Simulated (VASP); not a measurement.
A run of VASP 6.6.1 is set up as follows.

INCAR

```
ALGO = Normal
EDIFF = 1E-8
ENCUT = 520
IBRION = 6
ISIF = 2
ISMEAR = 0
LASPH = True
LCHARG = False
LMIXTAU = True
LREAL = False
LWAVE = False
METAGGA = R2SCAN
NELM = 100
NFREE = 2
NSW = 1
POTIM = 0.015
PREC = Accurate
SIGMA = 0.01
```

The input KPOINTS:

```
k-points
0
Gamma
  6 6 6
```

Contents of POSCAR:

```
CdSe
1.0
    2.9600480338      2.9600480338      0.0000000000
   -2.9600480338      2.9600480338      0.0000000000
    0.0000000000      2.9600480338      2.9600480338
Cd Se
1 1
Direct
    0.0000000000      0.0000000000      0.0000000000
    0.7500000000      0.2500000000      0.5000000000
```

Potentials or basis: VASP PAW PBE potentials, release 64 (Cd, Se).

Command:

```bash
$ cat potpaw_PBE.64/Cd/POTCAR potpaw_PBE.64/Se/POTCAR > POTCAR
$ mpirun -np 1 vasp_std > vasp.out
```

Q: Estimate the highest phonon frequency at Γ, LO-TO splitting left out.

A: 198 cm⁻¹.

Phonon frequencies in cm⁻¹ (negative: imaginary):
```tsv
q point	frequencies
(0.000, 0.000, 0.000)	0 0 0 198 198 198
```

Caveat: the cell stands under pressure or tension, which shifts response properties.
